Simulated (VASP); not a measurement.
BaO, 2 atoms in the cell. The structure is cubic, space group Fm-3m (No. 225). Conventional cell: a = 5.712 Å, b = 5.712 Å, c = 5.712 Å, α = 90.00°, β = 90.00°, γ = 90.00°. Ba (site symmetry m-3m) has 6 O at 2.86 Å within 3.8 Å. Within 3.8 Å of O (site symmetry m-3m) lie 6 Ba at 2.86 Å. 

```yaml
Program: VASP 6.6.1
Task: single point
Functional: PBE
Potentials_or_basis: VASP PAW PBE potentials, release 64 (Ba_sv, O_h)
Cutoff: 1340 eV
k_mesh: 6 × 6 × 6
Occupations: gaussian, width 0.01 eV
Spin: no spin polarisation
Dipole_correction: no
Further_INCAR_settings: ALGO = Normal; EDIFF = 1e-06; NBANDS = 15
```

Potentials or basis: VASP PAW PBE potentials, release 64 (Ba_sv, O_h).

The run is started by

```sh
$ cat potpaw_PBE.64/Ba_sv/POTCAR potpaw_PBE.64/O_h/POTCAR > POTCAR
$ mpirun -np 1 vasp_std > vasp.out
```

Hardware: 1 thread of Intel(R) Xeon(R) Platinum 8375C CPU @ 2.90GHz (Ice Lake), with other jobs on the host.

Q: Estimate the wall time of this run.

A: Wall time 38 s on 1 thread of Intel(R) Xeon(R) Platinum 8375C CPU @ 2.90GHz (Ice Lake) (shared host), peak memory 0.34 GiB. Counts: scf iterations 14, k points 16.
